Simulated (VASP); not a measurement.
**LiRu: single point with PBE**

LiRu:

```
CELL_PARAMETERS angstrom
1.23094 0.71068 4.85119
-1.23094 0.71068 4.85119
0.00000 -1.42136 4.85119
ATOMIC_POSITIONS crystal
Li 0.50000 0.50000 0.50000
Ru 0.00000 0.00000 0.00000
```

The cell was built from a structure type or drawn by symmetry, and may not be a known phase.

| Item | Value |
| --- | --- |
| Program | VASP 6.6.1 |
| Task | single point |
| Functional | PBE |
| Potentials or basis | VASP PAW PBE potentials, release 64 (Li_sv, Ru_pv) |
| Cutoff | 520 eV |
| k mesh | 12 × 12 × 12 |
| Occupations | gaussian, width 0.1 eV |
| Spin | no spin polarisation |
| Dipole correction | no |
| Further INCAR settings | ALGO = Normal; EDIFF = 1e-06; NBANDS = 16 |

```
Band gap on the k mesh : zero (an odd number of electrons rules out a gap without spin polarisation)
```

Levels at points of the mesh, in eV from the Fermi level:
```
           k point  band 5  band 6  band 7  band 8  band 9  band 10  band 11  band 12  band 13  band 14
(0.00, 0.00, 0.00)   -6.65   -4.65   -2.28   -2.28   -1.12     1.33     1.33     5.28    10.76    15.50
(0.50, 0.00, 0.00)   -6.29   -4.77   -1.58    0.16    3.03     3.53     3.87     7.07    10.17    10.76
(0.50, 0.50, 0.00)   -6.27   -4.64   -0.64    0.18    0.70     3.51     3.53     8.84    10.74    10.84
(0.50, 0.50, 0.50)   -6.54   -3.87   -2.98   -2.28   -2.28     1.33     1.33     8.78    10.76    11.48
```

Run time: 6.5 min on 1 thread of Intel Xeon 8259CL (shared host), peak memory 0.29 GiB.

Caveat: an empty level that is flat over the whole mesh can mark a ghost state of the potentials, or a narrow d or f band.
